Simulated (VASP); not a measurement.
# Si16Au (a cell with a defect) in VASP: single point with PBE

Aim: the single point of Si16Au (a cell with a defect) with PBE.

Everything below comes from runs of VASP 6.6.1. Logs are shortened: lines on timing, memory, paths and dates and some standing lists are left out, and cuts for length are marked.

### Step 1. The cell of the first run

The cell holds a defect, 17 atoms: a = 7.679 Å, b = 7.679 Å, c = 7.679 Å, α = 60.00°, β = 60.00°, γ = 60.00°.

### Step 2. Single point, PBE, collinear spin, zero start

Input file INCAR:

```
SYSTEM = Si16Au
  PREC = Accurate
  ENCUT = 520
  EDIFF = 1E-6
  ISMEAR = 0
  SIGMA = 0.05
  LREAL = Auto
  LASPH = .True.
  NELM = 150
  ALGO = Normal
  ISIF = 2
  LWAVE = .False.
  LCHARG = .False.
  ISPIN = 2
  MAGMOM = 0 0 0 0 0 0 0 0 0 0 0 0 0 0 0 0 0
  LORBIT = 11
  LMAXMIX = 4
  GGA = PE
  NBANDS = 56
```

Input file KPOINTS:

```
regular mesh
0
Gamma
  2 2 2
  0 0 0
```

Input file POSCAR:

```
Si16Au
1.0
    0.0000000000      5.4300000000      5.4300000000
    5.4300000000      0.0000000000      5.4300000000
    5.4300000000      5.4300000000      0.0000000000
Si Au
16 1
Direct
    0.0224883057      0.0223225599      0.0218122468
    0.1458889503      0.1456441989      0.1455265193
    0.0018350829      0.0012290055      0.5185116943
    0.1166744015      0.1146405157      0.6614104972
    0.0022508287      0.5188174954      0.0016847145
    0.1163649171      0.6617534991      0.1155142726
   -0.0293606814      0.5159883057      0.5157557090
    0.1132907919      0.6297734807      0.6304174954
    0.5189732965      0.0014307551      0.0015648250
    0.6620178637      0.1149508287      0.1162913444
    0.5166566298     -0.0305575506      0.5159684162
    0.6303655617      0.1124488029      0.6301023941
    0.5166872007      0.5158989871     -0.0296313996
    0.6308946593      0.6298878453      0.1132230203
    0.4864503683      0.4856264273      0.4862490792
    0.6099150092      0.6089778085      0.6100378453
    0.3160878453      0.3153355433      0.3156220994
```

Potentials or basis: VASP PAW PBE potentials, release 64 (Si, Au).

Launch:

```
$ cat potpaw_PBE.64/Si/POTCAR potpaw_PBE.64/Au/POTCAR > POTCAR
$ mpirun -np 1 vasp_std > vasp.out
```

OUTCAR:

```text
SYSTEM = Si16Au
   PREC = Accurate
   ENCUT = 520
   EDIFF = 1E-6
   ISMEAR = 0
   LREAL = Auto
   LASPH = .True.
   NELM = 150
   ISIF = 2
   ISPIN = 2
   LORBIT = 11
   GGA = PE

 ion  position               nearest neighbor table
   1  0.022  0.022  0.022-  10 2.29   4 2.29   6 2.29   2 2.32
   2  0.146  0.146  0.146-   1 2.32   3 2.35   9 2.35   5 2.35  17 3.20
   3  0.002  0.001  0.519-   4 2.33   8 2.33  12 2.33   2 2.35
   4  0.117  0.115  0.661-   1 2.29   3 2.33  17 2.44  11 2.51   7 2.52
   5  0.002  0.519  0.002-   6 2.33   8 2.33  14 2.33   2 2.35
   6  0.116  0.662  0.116-   1 2.29   5 2.33  17 2.45   7 2.51  13 2.52
   7  0.971  0.516  0.516-  16 2.29   8 2.33  17 2.44   6 2.51   4 2.52
   8  0.113  0.630  0.630-   7 2.33   5 2.33   3 2.33  15 2.35
   9  0.519  0.001  0.002-  10 2.33  14 2.34  12 2.34   2 2.35
  10  0.662  0.115  0.116-   1 2.29   9 2.33  17 2.44  11 2.51  13 2.52
  11  0.517  0.969  0.516-  16 2.29  12 2.33  17 2.45  10 2.51   4 2.51
  12  0.630  0.112  0.630-  11 2.33   3 2.33   9 2.34  15 2.35
  13  0.517  0.516  0.970-  16 2.29  14 2.33  17 2.45   6 2.52  10 2.52
  14  0.631  0.630  0.113-  13 2.33   5 2.33   9 2.34  15 2.35
  15  0.486  0.486  0.486-  16 2.32  14 2.35  12 2.35   8 2.35  17 3.21
  16  0.610  0.609  0.610-  11 2.29  13 2.29   7 2.29  15 2.32
  17  0.316  0.315  0.316-  10 2.44   4 2.44   7 2.44   6 2.45  13 2.45  11 2.45   2 3.20  15 3.21

  LATTYP: Found a face centered cubic cell.
 ALAT       =    10.8600000000

  Lattice vectors:

 A1 = (   0.0000000000,   5.4300000000,   5.4300000000)
 A2 = (   5.4300000000,   0.0000000000,   5.4300000000)
 A3 = (   5.4300000000,   5.4300000000,   0.0000000000)

Analysis of symmetry for initial positions (statically):
=====================================================================
 Subroutine PRICEL returns:
 Original cell was already a primitive cell.

 Routine SETGRP: Setting up the symmetry group for a
 face centered cubic supercell.

 Subroutine GETGRP returns: Found  1 space group operations
 (whereof  1 operations were pure point group operations)
 out of a pool of 48 trial point group operations.

The static configuration has the point symmetry C_1 .

Analysis of symmetry for dynamics (positions and initial velocities):
=====================================================================
 Subroutine PRICEL returns:
 Original cell was already a primitive cell.

 Routine SETGRP: Setting up the symmetry group for a
 face centered cubic supercell.

 Subroutine GETGRP returns: Found  1 space group operations
 (whereof  1 operations were pure point group operations)
 out of a pool of 48 trial point group operations.

The dynamic configuration has the point symmetry C_1 .

Analysis of structural, dynamic, and magnetic symmetry:
=====================================================================
[... 175 lines left out ...]

 val. band max:        7.1562484970   @ k =   0.0000   0.0000   0.0000
 cond. band min:       7.1659204439   @ k =   0.0000   0.0000   0.0000
 fundamental gap:      0.0096719470
 Fermi energy:         7.1619871478

 spin component 1

 k-point     1 :       0.0000    0.0000    0.0000
  band No.  band energies     occupation
      1      -5.8031      1.00000
      2      -3.5148      1.00000
      3      -3.3527      1.00000
      4      -3.1901      1.00000
      5      -3.1823      1.00000
      6      -2.1954      1.00000
[... 405 lines left out ...]
     48      10.5928      0.00000
     49      10.6104      0.00000
 Fermi energy:         7.1619871478

 spin component 2

 k-point     1 :       0.0000    0.0000    0.0000
  band No.  band energies     occupation
      1      -5.8031      1.00000
      2      -3.5148      1.00000
      3      -3.3527      1.00000
      4      -3.1901      1.00000
      5      -3.1823      1.00000
      6      -2.1954      1.00000
[... 405 lines left out ...]
     48      10.5928      0.00000
     49      10.6104      0.00000
 [bands above 49 left out]

------------------------ aborting loop because EDIFF is reached ----------------------------------------

  FORCE on cell =-STRESS in cart. coord.  units (eV):
  Direction    XX          YY          ZZ          XY          YZ          ZX
  --------------------------------------------------------------------------------------
  -------------------------------------------------------------------------------------
  Total       13.0810661     13.1518683     13.0254941     -0.6902304     -0.7101328     -0.7626967
  in kB       65.4521984     65.8064632     65.1741394     -3.4536249     -3.5532085     -3.8162163
  external PRESSURE =      65.4776003 kB  Pullay stress =       0.0000000 kB

 VOLUME and BASIS-vectors are now :
 -----------------------------------------------------------------------------
  energy-cutoff  :      520.00
  volume of cell :      320.21
      direct lattice vectors                 reciprocal lattice vectors
     0.000000000  5.430000000  5.430000000    -0.092081031  0.092081031  0.092081031
     5.430000000  0.000000000  5.430000000     0.092081031 -0.092081031  0.092081031
     5.430000000  5.430000000  0.000000000     0.092081031  0.092081031 -0.092081031

 POSITION                                       TOTAL-FORCE (eV/Angst)
 -----------------------------------------------------------------------------------
      0.23965      0.24055      0.24332        -0.011230     -0.009966     -0.009569
      1.58106      1.58239      1.58303         0.002549      0.009059      0.008666
      2.82219      2.82548      0.01664         0.003874     -0.002135     -0.009321
      4.21396      4.22500      1.25604         0.014151     -0.013120      0.001306
      2.82633      0.02137      2.82940        -0.001641     -0.009980     -0.005852
      4.22056      1.25910      4.22518         0.007239      0.008384      0.000622
[... 9 lines left out ...]
      6.61926      6.62434      6.61859        -0.014350      0.017915      0.010222
      3.42610      3.43018      3.42863         0.014509     -0.001665      0.005000
 -----------------------------------------------------------------------------------
    total drift:                                0.002257      0.004661     -0.002801

  FREE ENERGIE OF THE ION-ELECTRON SYSTEM (eV)
  ---------------------------------------------------
  free  energy   TOTEN  =       -86.0260122775 eV

  energy  without entropy=      -86.0185965765  energy(sigma->0) =      -86.02230443

 total charge

# of ion       s       p       d       tot
------------------------------------------
    1        0.755   0.960   0.000   1.715
    2        0.746   0.947   0.000   1.693
    3        0.745   0.955   0.000   1.700
    4        0.743   0.934   0.000   1.676
    5        0.745   0.955   0.000   1.700
    6        0.742   0.934   0.000   1.677
[... 9 lines left out ...]
   16        0.755   0.960   0.000   1.715
   17        0.765   0.572   8.718  10.056
--------------------------------------------------
tot         12.692  15.718   8.718  37.128

 magnetization (x)

# of ion       s       p       d       tot
------------------------------------------
    1        0.000   0.000   0.000   0.000
    2       -0.000  -0.000   0.000  -0.000
    3       -0.000  -0.000   0.000  -0.000
    4        0.000   0.000   0.000   0.000
    5        0.000   0.000   0.000   0.000
    6       -0.000  -0.000   0.000  -0.000
[... 9 lines left out ...]
   16       -0.000   0.000   0.000   0.000
   17        0.000  -0.000  -0.000  -0.000
--------------------------------------------------
tot          0.000   0.000  -0.000  -0.000
```

stdout:

```text
POSCAR found type information on POSCAR SiAu
 POSCAR found :  2 types and      17 ions
 scaLAPACK will be used
 LDA part: xc-table for (Slater+PW92), standard interpolation
 POSCAR, INCAR and KPOINTS ok, starting setup
 FFT: planning ... GRIDC
 FFT: planning ... GRID_SOFT
 FFT: planning ... GRID
 WAVECAR not read
 entering main loop
```

It took 4.4 min on 1 thread of Intel Xeon 6975P-C (Granite Rapids), shared host; peak memory 0.72 GiB.

Results:

```yaml
Free_energy: -86.0260 eV
Pressure: 6.5 GPa
Largest_force: 0.025 eV/Å
Net_moment: 0.00 μB per cell
Valence_electrons_inside_the_program's_atomic_spheres: Si 1.72, 1.69, 1.70, 1.68; Au 10.06
```

Forces in eV/Å, atoms in the order of the input:
```
Si  -0.011 -0.010 -0.010
Si   0.003  0.009  0.009
Si   0.004 -0.002 -0.009
Si   0.014 -0.013  0.001
Si  -0.002 -0.010 -0.006
Si   0.007  0.008  0.001
Si  -0.003 -0.003 -0.014
Si  -0.005  0.004  0.010
Si  -0.008  0.003  0.006
Si  -0.018 -0.014  0.005
Si   0.001 -0.005 -0.004
Si   0.011  0.016  0.009
Si  -0.003  0.002 -0.013
Si   0.009  0.001  0.003
Si   0.002 -0.002 -0.003
Si  -0.014  0.018  0.010
Au   0.015 -0.002  0.005
```

Levels at points of the mesh, in eV from the Fermi level:
Spin up:
| k point | band 34 | band 35 | band 36 | band 37 | band 38 | band 39 | band 40 | band 41 |
| --- | --- | --- | --- | --- | --- | --- | --- | --- |
| (0.00, 0.00, 0.00) | -1.61 | -1.30 | -0.58 | -0.51 | -0.43 | -0.41 | -0.01 | 0.00 |
| (0.50, 0.00, 0.00) | -1.68 | -1.43 | -1.41 | -0.91 | 0.20 | 0.52 | 0.55 | 0.67 |
| (0.00, 0.50, 0.00) | -1.68 | -1.43 | -1.41 | -0.92 | 0.21 | 0.52 | 0.55 | 0.67 |
| (0.00, 0.00, 0.50) | -1.68 | -1.42 | -1.40 | -0.91 | 0.21 | 0.52 | 0.55 | 0.67 |
| (0.50, 0.50, 0.50) | -1.48 | -1.48 | -0.78 | -0.76 | -0.07 | 0.19 | 0.95 | 1.04 |
| (0.50, 0.50, 0.00) | -2.08 | -1.96 | -1.85 | -1.30 | 0.22 | 0.36 | 1.21 | 1.44 |
| (0.00, 0.50, 0.50) | -2.08 | -1.96 | -1.85 | -1.30 | 0.22 | 0.36 | 1.21 | 1.43 |
| (0.50, 0.00, 0.50) | -2.08 | -1.95 | -1.85 | -1.31 | 0.23 | 0.36 | 1.21 | 1.43 |
Spin down:
| k point | band 34 | band 35 | band 36 | band 37 | band 38 | band 39 | band 40 | band 41 |
| --- | --- | --- | --- | --- | --- | --- | --- | --- |
| (0.00, 0.00, 0.00) | -1.61 | -1.30 | -0.58 | -0.51 | -0.43 | -0.41 | -0.01 | 0.00 |
| (0.50, 0.00, 0.00) | -1.68 | -1.43 | -1.41 | -0.91 | 0.20 | 0.52 | 0.55 | 0.67 |
| (0.00, 0.50, 0.00) | -1.68 | -1.43 | -1.41 | -0.92 | 0.21 | 0.52 | 0.55 | 0.67 |
| (0.00, 0.00, 0.50) | -1.68 | -1.42 | -1.40 | -0.91 | 0.21 | 0.52 | 0.55 | 0.67 |
| (0.50, 0.50, 0.50) | -1.48 | -1.48 | -0.78 | -0.76 | -0.07 | 0.19 | 0.95 | 1.04 |
| (0.50, 0.50, 0.00) | -2.08 | -1.96 | -1.85 | -1.30 | 0.22 | 0.36 | 1.21 | 1.44 |
| (0.00, 0.50, 0.50) | -2.08 | -1.96 | -1.85 | -1.30 | 0.22 | 0.36 | 1.21 | 1.43 |
| (0.50, 0.00, 0.50) | -2.08 | -1.95 | -1.85 | -1.31 | 0.23 | 0.36 | 1.21 | 1.43 |

Caveat: the k points lie up to 0.50 Å⁻¹ apart; spin-orbit coupling is left out, which moves the levels of the heavy elements.
